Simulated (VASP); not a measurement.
Write the native input for VASP 6.6.1 that does the following.

```
Task                   : single point
Functional             : LDA
Potentials or basis    : VASP PAW LDA potentials, release 64 (Hf_pv, Mo_sv, C)
Cutoff                 : 520 eV
k mesh                 : 8 × 8 × 6
Occupations            : fermi-dirac, width 0.05 eV
Spin                   : no spin polarisation
Dipole correction      : no
Further INCAR settings : ALGO = Normal; EDIFF = 1e-07; NBANDS = 24
```

The structure of HfMoC2 lies in POSCAR:

```
HfMoC2
1.0
    3.2334202240      0.0000000000      0.0000000000
    0.0000000000      3.2334202240      0.0000000000
    0.0000000000      0.0000000000      4.5441860843
Hf Mo C
1 1 2
Direct
    0.0000000000      0.0000000000      0.0000000000
    0.5000000000      0.5000000000      0.5000000000
    0.5000000000      0.5000000000      0.0000000000
    0.0000000000      0.0000000000      0.5000000000
```

These files were run (other wordings do the same):

INCAR

```
PREC = Accurate
ENCUT = 520
EDIFF = 1E-7
ISMEAR = -1
SIGMA = 0.05
LREAL = F
LASPH = T
NELM = 80
ALGO = Normal
ISIF = 2
LWAVE = F
LCHARG = F
NBANDS = 24
```

KPOINTS

```
regular mesh
0
Gamma
  8 8 6
```

Potentials or basis: VASP PAW LDA potentials, release 64 (Hf_pv, Mo_sv, C).

The run is started by

```bash
$ cat potpaw_LDA.64/Hf_pv/POTCAR potpaw_LDA.64/Mo_sv/POTCAR potpaw_LDA.64/C/POTCAR > POTCAR
$ mpirun -np 1 vasp_std > vasp.out
```

Results of the run:

* Pressure: -22.7 GPa
* Band gap on the k mesh: zero (bands 16 and 17 overlap by 2.35 eV)

Caveat: the cell stands under tension; spin-orbit coupling is left out, which moves the levels of the heavy elements.

It took 74 s on 1 thread of Intel Xeon 8259CL (shared host), peak memory 0.19 GiB.
